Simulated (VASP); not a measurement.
Input of a VASP 6.6.1 run:

The input INCAR:

```
ALGO     = Normal         # electronic algorithm
EDIFF    = 1E-6           # SCF threshold, eV
ENCUT    = 520            # plane-wave cutoff, eV
GGA      = PE             # functional
ISIF     = 2              # what is computed and relaxed
ISMEAR   = -1             # smearing method
IVDW     = 13             # dispersion correction
LASPH    = True           # aspherical terms in the spheres
LCHARG   = False          # write CHGCAR
LREAL    = False          # projectors in reciprocal space
LWAVE    = False          # write WAVECAR
NBANDS   = 11             # bands
NELM     = 80             # most SCF steps
PREC     = Accurate       # precision mode
SIGMA    = 0.05           # smearing width, eV
```

File KPOINTS:

```
k-points
0
Gamma
  12 8 6
```

Contents of POSCAR:

```
BAs
1.0
    3.1230400297      0.0000000000      0.0000000000
    0.0000000000      2.5643687072      0.0000000000
    0.0000000000      0.0000000000      3.1356854864
B As
1 1
Direct
    0.0000000000      0.5000000000      0.0000000000
    0.5000000000      0.5000000000      0.5000000000
```

Potentials or basis: VASP PAW PBE potentials, release 64 (B, As).

Command:

```console
$ cat potpaw_PBE.64/B/POTCAR potpaw_PBE.64/As/POTCAR > POTCAR
$ mpirun -np 1 vasp_std > vasp.out
```

Task: Predict the dispersion energy per atom.

Result: -0.414 eV.

Task: What does it give for the band gap on the k mesh?

Result: Zero (band 4 reaches 9.43 eV, above the bottom of band 5 at 4.06 eV).

Task: What does it give for the pressure?

Result: 0.5 GPa.

Stress tensor (GPa, compression positive):
```
0.59 0.00 0.00
0.00 0.36 0.00
0.00 0.00 0.59
```

Caveat: pairwise dispersion overbinds metals, which lowers pressure and volume.
